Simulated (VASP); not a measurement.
# Ge (P6_3mc) in VASP: notebook

The runs below take Ge through single point, with PBE.

Program: VASP 6.6.1. These are calculated values, not measurements. Logs are shortened: lines on timing, memory, paths and dates and some standing lists are left out, and cuts for length are marked.

**1. The cell of the first run**

The structure is hexagonal, space group P6_3mc (No. 186). The conventional cell has a = 3.996 Å, b = 3.996 Å, c = 10.845 Å, α = 90.00°, β = 90.00°, γ = 120.00°. Within 3.2 Å of Ge (site symmetry 3m) lie 3 Ge at 2.40 Å. Within 3.2 Å of Ge (site symmetry 3m) lie 3 Ge at 2.40 Å.

**2. Single point, PBE**

INCAR reads:

```
SYSTEM = Ge
PREC = Accurate
ENCUT = 520
EDIFF = 1E-6
ISMEAR = -1
SIGMA = 0.05
LREAL = .FALSE.
LASPH = .TRUE.
NELM = 60
ALGO = Normal
ISIF = 2
LWAVE = .FALSE.
LCHARG = .FALSE.
GGA = PE
NBANDS = 36
```

KPOINTS reads:

```
Automatic mesh
0
G
  8 8 3
  0 0 0
```

POSCAR reads:

```
Ge
1.0
    3.9956626301      0.0000000000      0.0000000000
   -1.9978313150      3.4603453426      0.0000000000
    0.0000000000      0.0000000000     10.8447818813
Ge
4
Direct
    0.6666666667      0.3333333333      0.4148480000
    0.3333333333      0.6666666667      0.9148480000
    0.0000000000      0.0000000000      0.4774520000
    0.0000000000      0.0000000000      0.9774520000
```

Potentials or basis: VASP PAW PBE potentials, release 64 (Ge_d).

The run is started by

```sh
cat potpaw_PBE.64/Ge_d/POTCAR > POTCAR
mpirun -np 1 vasp_std > vasp.out
```

OUTCAR:

```text
SYSTEM = Ge
   PREC = Accurate
   ENCUT = 520
   EDIFF = 1E-6
   ISMEAR = -1
   LREAL = .FALSE.
   LASPH = .TRUE.
   NELM = 60
   ISIF = 2
   GGA = PE

 ion  position               nearest neighbor table
   1  0.667  0.333  0.415-   3 2.40   3 2.40   3 2.40
   2  0.333  0.667  0.915-   4 2.40   4 2.40   4 2.40
   3  0.000  0.000  0.477-   1 2.40   1 2.40   1 2.40
   4  0.000  0.000  0.977-   2 2.40   2 2.40   2 2.40

  LATTYP: Found a hexagonal cell.
 ALAT       =     3.9956626301
 C/A-ratio  =     2.7141385260

  Lattice vectors:

 A1 = (   3.9956626301,   0.0000000000,   0.0000000000)
 A2 = (  -1.9978313150,   3.4603453426,   0.0000000000)
 A3 = (   0.0000000000,   0.0000000000,  10.8447818813)

Analysis of symmetry for initial positions (statically):
=====================================================================
 Subroutine PRICEL returns:
 Original cell was already a primitive cell.

 Routine SETGRP: Setting up the symmetry group for a
 hexagonal supercell.

 Subroutine GETGRP returns: Found 12 space group operations
 (whereof  6 operations were pure point group operations)
 out of a pool of 24 trial point group operations.

The static configuration has the point symmetry C_3v.
 The point group associated with its full space group is C_6v.

Analysis of symmetry for dynamics (positions and initial velocities):
=====================================================================
 Subroutine PRICEL returns:
 Original cell was already a primitive cell.

 Routine SETGRP: Setting up the symmetry group for a
 hexagonal supercell.

 Subroutine GETGRP returns: Found 12 space group operations
 (whereof  6 operations were pure point group operations)
 out of a pool of 24 trial point group operations.

The dynamic configuration has the point symmetry C_3v.
 The point group associated with its full space group is C_6v.

 Subroutine INISYM returns: Found 12 space group operations
 (whereof  6 operations are pure point group operations),
 and found     1 'primitive' translations

----------------------------------------------------------------------------------------

                                     Primitive cell

  volume of cell :     149.9440

  direct lattice vectors                    reciprocal lattice vectors
     3.995662630  0.000000000  0.000000000     0.250271380  0.144494249  0.000000000
    -1.997831315  3.460345343  0.000000000     0.000000000  0.288988497  0.000000000
     0.000000000  0.000000000 10.844781881     0.000000000  0.000000000  0.092210246

[... 82 lines left out ...]
   EDIFF  = 0.1E-05   stopping-criterion for ELM
   LREAL  =      F    real-space projection
   EDIFFG = 0.1E-04   stopping-criterion for IOM
   NSW    =      0    number of steps for IOM
   IBRION =     -1    ionic relax: 0-MD 1-quasi-New 2-CG
   NFREE  =      0    steps in history (QN), initial steepest desc. (CG)
   ISIF   =      2    stress and relaxation
   ISYM   =      2    0-nonsym 1-usesym 2-fastsym
   POTIM  = 0.5000    time-step for ionic-motion
   TEBEG  =    0.0;   TEEND  =   0.0 temperature during run
   PSTRESS=    0.0 pullay stress
   NELECT =      56.0000    total number of electrons
   NUPDOWN=      -1.0000    fix difference up-down
   EMIN   =  10.00;   EMAX   =-10.00  energy-range for DOS
   EFERMI =   0.00;   METHOD = LEGACY
   ISMEAR =    -1;   SIGMA  =   0.05  broadening in eV -4-tet -1-fermi 0-gaus
   EFERMI_NEDOS =   21; number of points for ismear=-14 and -15
   IALGO  =     38    algorithm
   IMIX   =      4    mixing-type and parameters
     AMIX     =   0.40;   BMIX     =  1.00
     AMIX_MAG =   1.60;   BMIX_MAG =  1.00
  volume/ion in A,a.u.               =      37.49       252.97
  Fermi-wavevector in a.u.,A,eV,Ry     =   1.178948  2.227888 18.910973  1.389917
  Thomas-Fermi vector in A             =   2.315267
   LORBIT       =      0    0 simple, 1 ext, 2 COOP (PROOUT), +10 PAW based schemes
   GGA     = PE    functional components
   LHFCALC =     F    Hartree Fock is set to
   AEXX    =    0.0000 exact exchange contribution
   IVDW    =     0    specifies the selected vdW correction
   LEPSILON=     F    determine dielectric tensor
   LRPA    =     F    only Hartree local field effects (RPA)
 non-spin polarized calculation
  energy-cutoff  :      520.00
  volume of cell :      149.94
 maximum number of plane-waves:      4078
 NGX is ok and might be reduce to    30
   NGX = 15   NGY = 15   NGZ = 41

 number of electron      56.0000046 magnetization

 Free energy of the ion-electron system (eV)
  ---------------------------------------------------
  ext. energy  EPLUGINS =         0.00000000
  ---------------------------------------------------
  free energy    TOTEN  =       -16.16572324 eV

  energy without entropy =      -16.16556241  energy(sigma->0) =      -16.16564283

 E-fermi :   1.0484     XC(G=0):  -7.3173

 val. band max:        0.7186678209   @ k =   0.3750   0.2500   0.0000
 cond. band min:       1.4126497416   @ k =   0.3750   0.2500   0.3333
 fundamental gap:      0.6939819207
 Fermi energy:         1.0483975089

 k-point     1 :       0.0000    0.0000    0.0000
  band No.  band energies     occupation
      1     -23.4693      2.00000
      2     -23.4693      2.00000
      3     -23.4693      2.00000
      4     -23.4693      2.00000
      5     -23.4158      2.00000
      6     -23.4158      2.00000
[... 769 lines left out ...]
     35       7.4576      0.00000
     36       7.8860      0.00000

------------------------ aborting loop because EDIFF is reached ----------------------------------------

  FORCE on cell =-STRESS in cart. coord.  units (eV):
  Direction    XX          YY          ZZ          XY          YZ          ZX
  --------------------------------------------------------------------------------------
  -------------------------------------------------------------------------------------
  Total        1.4241331      1.4241331     -0.1364688      0.0000000      0.0000000      0.0000000
  in kB       15.2171066     15.2171066     -1.4581929      0.0000000      0.0000000      0.0000000
  external PRESSURE =       9.6586734 kB  Pullay stress =       0.0000000 kB

 VOLUME and BASIS-vectors are now :
 -----------------------------------------------------------------------------
  energy-cutoff  :      520.00
  volume of cell :      149.94
      direct lattice vectors                 reciprocal lattice vectors
     3.995662630  0.000000000  0.000000000     0.250271380  0.144494249  0.000000000
    -1.997831315  3.460345343  0.000000000     0.000000000  0.288988497  0.000000000
     0.000000000  0.000000000 10.844781881     0.000000000  0.000000000  0.092210246

 POSITION                                       TOTAL-FORCE (eV/Angst)
 -----------------------------------------------------------------------------------
      1.99783      1.15345      4.49894         0.000000      0.000000     -0.081739
     -0.00000      2.30690      9.92133         0.000000     -0.000000     -0.081739
      0.00000      0.00000      5.17786        -0.000000      0.000000      0.081739
      0.00000      0.00000     10.60025        -0.000000      0.000000      0.081739
 -----------------------------------------------------------------------------------
    total drift:                               -0.000000     -0.000000      0.001465

  FREE ENERGIE OF THE ION-ELECTRON SYSTEM (eV)
  ---------------------------------------------------
  free  energy   TOTEN  =       -16.1657232392 eV

  energy  without entropy=      -16.1655624135  energy(sigma->0) =      -16.16564283
```

It took 55 s on 1 thread of Intel Xeon 6975P-C (Granite Rapids), shared host; peak memory 0.3 GiB.

What came out:

- Free energy: -16.1657 eV
- Pressure: 1.0 GPa
- Largest force: 0.082 eV/Å
- Band gap on the k mesh: 0.69 eV (least direct gap 0.70 eV)

Forces in eV/Å, atoms in the order of the input:
```
Ge   0.000  0.000 -0.082
Ge   0.000  0.000 -0.082
Ge   0.000  0.000  0.082
Ge   0.000  0.000  0.082
```

Stress tensor (GPa, compression positive):
```
 1.52  0.00  0.00
 0.00  1.52  0.00
 0.00  0.00 -0.15
```

Levels at points of the mesh, in eV from the valence-band top:
```
           k point  band 26  band 27  band 28  band 29  band 30  band 31
(0.00, 0.00, 0.00)    -0.11    -0.10    -0.10     0.96     1.12     1.96
(0.50, 0.00, 0.00)    -1.68    -0.97    -0.76     0.92     1.17     1.99
```

Caveat: an odd mesh through Γ misses points on the zone boundary, where band edges can lie.

(Part 1 of 2 ends here.)
